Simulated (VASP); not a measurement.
Set up this calculation in VASP 6.6.1, as the native input.

```yaml
Task: relaxation of cell and atoms
Functional: PBE
Potentials_or_basis: VASP PAW PBE potentials, release 64 (Cs_sv, Tl_d)
Cutoff: 600 eV
k_mesh: 12 × 12 × 12
Occupations: gaussian, width 0.1 eV
Spin: no spin polarisation
Dipole_correction: no
Further_INCAR_settings: ALGO = Normal; EDIFF = 1e-06; IBRION = 2; EDIFFG = -0.01; NSW = 100; ISIF = 3
```

The structure of CsTl lies in POSCAR:

```
CsTl
1.0
    4.6635967755      0.0000000000      0.0000000000
    0.0000000000      4.6635967755      0.0000000000
    0.0000000000      0.0000000000      4.6635967755
Cs Tl
1 1
Direct
    0.5000000000      0.5000000000      0.5000000000
    0.0000000000      0.0000000000      0.0000000000
```

The input as run:

INCAR

```
PREC = Accurate ; ENCUT = 600
EDIFF = 1E-6 ; ISMEAR = 0
SIGMA = 0.1 ; LREAL = F
LASPH = T ; NELM = 100
ALGO = Normal ; ISIF = 3
LWAVE = F ; LCHARG = F
GGA = PE ; IBRION = 2
NSW = 100 ; EDIFFG = -0.01
```

KPOINTS

```
regular mesh
0
Gamma
  12 12 12
```

Potentials or basis: VASP PAW PBE potentials, release 64 (Cs_sv, Tl_d).

The run is started by

```console
$ cat potpaw_PBE.64/Cs_sv/POTCAR potpaw_PBE.64/Tl_d/POTCAR > POTCAR
$ mpirun -np 1 vasp_std > vasp.out
```

It gave:

```yaml
Pressure_after_relaxing: 0.0 GPa
Band_gap_on_the_k_mesh: zero (band 11 reaches 4.54 eV, above the bottom of band 12 at 1.89 eV)
```

Caveat: the relaxation stopped at its first step, so nothing moved; spin-orbit coupling is left out, which moves the levels of the heavy elements.

Wall time 58 s on 1 thread of Intel(R) Xeon(R) 6975P-C (Granite Rapids), with other jobs on the host, peak memory 0.35 GiB.
